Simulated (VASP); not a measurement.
# BAsI6: single point with r2SCAN+rVV10

BAsI6:

```xyz
8
Lattice="6.8683 3.9654 2.2104 -6.8683 3.9654 2.2104 0.0000 -7.9308 2.2104" Properties=species:S:1:pos:R:3 pbc="T T T"
B     0.0000    0.0000    3.3156
As    0.0000    0.0000    0.0000
I     5.0275    2.9026    4.0183
I    -5.0275    2.9026    4.0183
I     0.0000   -5.8052    4.0183
I    -5.0275   -2.9026    2.6129
I     5.0275   -2.9026    2.6129
I     0.0000    5.8052    2.6129
```

- Program: VASP 6.6.1
- Task: single point
- Functional: r2SCAN
- Dispersion: rVV10
- Potentials or basis: VASP PAW PBE potentials, release 64 (B, As, I)
- Cutoff: 520 eV
- k mesh: 4 × 4 × 4
- Occupations: fermi-dirac, width 0.03 eV
- Spin: no spin polarisation
- Dipole correction: no
- Further INCAR settings: ALGO = Normal; EDIFF = 1e-06; NBANDS = 35

```yaml
Pressure: 0.1 GPa
Largest_force: 0.011 eV/Å
Band_gap_on_the_k_mesh: 0.66 eV (least direct gap 0.95 eV)
```

Forces on the atoms (eV/Å):
```
B    0.000  0.000  0.000
As   0.000  0.000  0.000
I   -0.010 -0.006  0.000
I    0.010 -0.006  0.000
I    0.000  0.011  0.000
I    0.010  0.006  0.000
I   -0.010  0.006  0.000
I    0.000 -0.011  0.000
```

Levels at points of the mesh, in eV from the valence-band top:
| k point | band 21 | band 22 | band 23 | band 24 | band 25 | band 26 | band 27 | band 28 | band 29 | band 30 |
| --- | --- | --- | --- | --- | --- | --- | --- | --- | --- | --- |
| (0.00, 0.00, 0.00) | -0.84 | -0.84 | -0.79 | -0.79 | 0.00 | 1.17 | 2.91 | 2.91 | 2.93 | 4.68 |
| (0.50, 0.00, 0.00) | -0.97 | -0.84 | -0.76 | -0.47 | -0.13 | 0.93 | 2.64 | 2.66 | 3.70 | 3.93 |
| (0.50, 0.50, 0.00) | -0.95 | -0.83 | -0.62 | -0.38 | -0.17 | 1.68 | 2.75 | 2.87 | 2.89 | 4.07 |
| (0.50, 0.50, 0.50) | -0.79 | -0.79 | -0.76 | -0.54 | -0.41 | 0.66 | 3.11 | 3.11 | 4.00 | 4.26 |

Wall time 39 min on 1 thread of Oxide Virtual Turin-like Processor, with other jobs on the host, peak memory 1.6 GiB.

Caveat: semilocal functionals underestimate gaps, and a narrow one can read as zero; the PAW data sets were made with another functional, which shifts forces and pressure a little; spin-orbit coupling is left out, which moves the levels of the heavy elements. A k mesh can miss the band edges.
